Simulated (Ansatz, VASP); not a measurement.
## Two plane-wave programs on S

```
S
1.0
     6.40628    0.00000    0.00000
    -3.20314    5.54800    0.00000
     0.00000    0.00000    2.09196
S
3
Direct
  0.00000 0.00000 0.00000
  0.33333 0.66667 0.50000
  0.66667 0.33333 0.50000
```

Alike in both runs: functional r2SCAN; k mesh 9 × 9 × 22; occupations gaussian, width 0.1 eV; no spin polarisation.

Ansatz relaxed the structure, and its values are those at the end. VASP's run is a single point on that final structure, the one shown.

```csv
,VASP,Ansatz
version,VASP 6.6.1,Ansatz 0.2.0
potentials or method,"VASP PAW PBE potentials, release 64 (S), cutoff 520 eV","scalar-relativistic, plane waves, PAW"
valence electrons in the cell,18,18
```

|  | VASP | Ansatz | Ansatz less VASP |
| --- | --- | --- | --- |
| gap on the k mesh at the Fermi level (eV) | none | none | - |
| pressure (GPa) | -0.3 | 0.0 | +0.33 |

VASP's potentials were made for PBE, not for r2SCAN. A gap of «none» marks a metal or a gap that the smearing closes.
